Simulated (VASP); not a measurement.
Wanted: the native input for a VASP 6.6.1 run.

```
Task                   : single point
Functional             : PBE
Dispersion             : D3(BJ)
Potentials or basis    : VASP PAW PBE potentials, release 64 (Nb_sv, Te)
Cutoff                 : 520 eV
k mesh                 : 8 × 8 × 8
Occupations            : fermi-dirac, width 0.05 eV
Spin                   : no spin polarisation
Dipole correction      : no
Further INCAR settings : ALGO = Normal; EDIFF = 1e-06; NBANDS = 16
```

The structure of NbTe lies in POSCAR:

```
NbTe
1.0
    3.3773728098      0.0000000000      0.0000000000
    0.0000000000      3.3773728098      0.0000000000
    0.0000000000      0.0000000000      3.3773728098
Nb Te
1 1
Direct
    0.5000000000      0.5000000000      0.5000000000
    0.0000000000      0.0000000000      0.0000000000
```

One way to write it, as run:

INCAR

```
SYSTEM = NbTe
ALGO = Normal
EDIFF = 1E-6
ENCUT = 520
GGA = PE
ISIF = 2
ISMEAR = -1
IVDW = 12
LASPH = .TRUE.
LCHARG = .FALSE.
LREAL = .FALSE.
LWAVE = .FALSE.
NBANDS = 16
NELM = 60
PREC = Accurate
SIGMA = 0.05
```

KPOINTS

```
k-points
0
G
  8 8 8
  0 0 0
```

Potentials or basis: VASP PAW PBE potentials, release 64 (Nb_sv, Te).

Launch:

```sh
$ cat potpaw_PBE.64/Nb_sv/POTCAR potpaw_PBE.64/Te/POTCAR > POTCAR
$ mpirun -np 1 vasp_std > vasp.out
```

It gave:

```yaml
Pressure: -0.2 GPa
Dispersion_energy_per_atom: -0.721 eV
```

Caveat: pairwise dispersion overbinds metals, which lowers pressure and volume.

It took 12 s on 1 thread of Intel Xeon 6975P-C, with other jobs on the host, peak memory 0.18 GiB.
